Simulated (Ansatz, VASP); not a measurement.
# One calculation of Nb, two programs

```xyz
4
Lattice="4.5199 0.0000 0.0000 -2.2600 3.9144 0.0000 0.0000 0.0000 4.8423" Properties=species:S:1:pos:R:3 pbc="T T T"
Nb    0.0000    0.0000    1.2106
Nb    0.0000    0.0000    3.6317
Nb    0.0000    2.6096    3.6317
Nb    2.2600    1.3048    1.2106
```

Alike in both runs: functional r2SCAN; k mesh 12 × 12 × 10; occupations gaussian, width 0.1 eV; no spin polarisation.

Ansatz relaxed the structure, and its values are those at the end. VASP's run is a single point on that final structure, the one shown.

|  | VASP | Ansatz |
| --- | --- | --- |
| version | VASP 6.6.1 | Ansatz 0.2.0 |
| potentials or method | VASP PAW PBE potentials, release 64 (Nb_sv), cutoff 520 eV | scalar-relativistic, plane waves, PAW |
| valence electrons in the cell | 52 | 52 |

```tsv
	VASP	Ansatz	Ansatz less VASP
gap on the k mesh at the Fermi level (eV)	none	none	-
pressure (GPa)	0.0	0.0	+0.01
```

VASP's potentials were made for PBE, not for r2SCAN. A gap of «none» marks a metal or a gap that the smearing closes.
